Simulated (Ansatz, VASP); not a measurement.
## SnO: VASP beside Ansatz

INCAR

```
SYSTEM = SnO
PREC     = Accurate       ! precision mode
ENCUT    = 520            ! plane-wave cutoff, eV
EDIFF    = 1E-7           ! SCF threshold, eV
ISMEAR   = 0              ! smearing method
SIGMA    = 0.01           ! smearing width, eV
LREAL    = .FALSE.        ! projectors in reciprocal space
LASPH    = .TRUE.         ! aspherical terms in the spheres
NELM     = 60             ! most SCF steps
ALGO     = Normal         ! electronic algorithm
ISIF     = 2              ! what is computed and relaxed
LWAVE    = .FALSE.        ! write WAVECAR
LCHARG   = .TRUE.         ! write CHGCAR
LELF     = .TRUE.         ! ELF
LVHAR    = .TRUE.       
NBANDS   = 28             ! bands
```

KPOINTS

```
regular mesh
0
G
  4 3 3
  0 0 0
```

Contents of POSCAR:

```
SnO
1.0
    3.3550050000      0.0000000000      0.0000000000
    0.0000000000      5.6741040000      0.0000000000
    0.0000000000      0.0000000000      4.2219700000
Sn O
2 2
Direct
   -0.0226582716      0.1948708348      0.4939644065
    0.4997759390      0.7380534687      0.0269149168
   -0.0288865161      0.8651507057      0.7244613045
    0.5377663997      0.1117885933      0.2077910337
```

Input for Ansatz:

```yaml
crystal:
  lattice:
    - [3.355005, 0.0, 0.0]
    - [0.0, 5.674104, 0.0]
    - [0.0, 0.0, 4.22197]
  atoms:
    - { symbol: Sn, position: [-0.022658271632218934, 0.19487083484042517, 0.4939644064790396] }
    - { symbol: Sn, position: [0.4997759389571515, 0.738053468671457, 0.02691491680077609] }
    - { symbol: O, position: [-0.02888651611975859, 0.8651507056716485, 0.724461304475677] }
    - { symbol: O, position: [0.5377663997202998, 0.11178859327933417, 0.20779103370374094] }
kpoints:
  mp_grid:
    grid: [4, 3, 3]
hamiltonian:
  xc: lda
scf:
  occupations:
    method: fixed
output:
  forces: true
```

Alike in both runs: task single point; functional LDA; k mesh 4 × 3 × 3; no spin polarisation.

```csv
,VASP,Ansatz
version,VASP 6.6.1,Ansatz 0.2.0
potentials or method,"VASP PAW LDA potentials, release 64 (Sn_d, O)","plane waves, PAW"
plane-wave cutoff (eV),520,420
occupations,"gaussian, width 0.01 eV",fixed
valence electrons in the cell,40,40
```

Ansatz gave:

| Item | Value |
| --- | --- |
| rms of the force components (eV/Å) | 1.000 |

Problem. What did VASP give for the same quantities?

Solution. rms of the force components (eV/Å): 1.016.

LDA's correlation is that of Perdew and Zunger in VASP and of Perdew and Wang (1992) in Ansatz. Atom by atom the forces differ by 0.046 eV/Å (rms over components).

The k mesh is coarse, so the values compare programs but aren't converged.
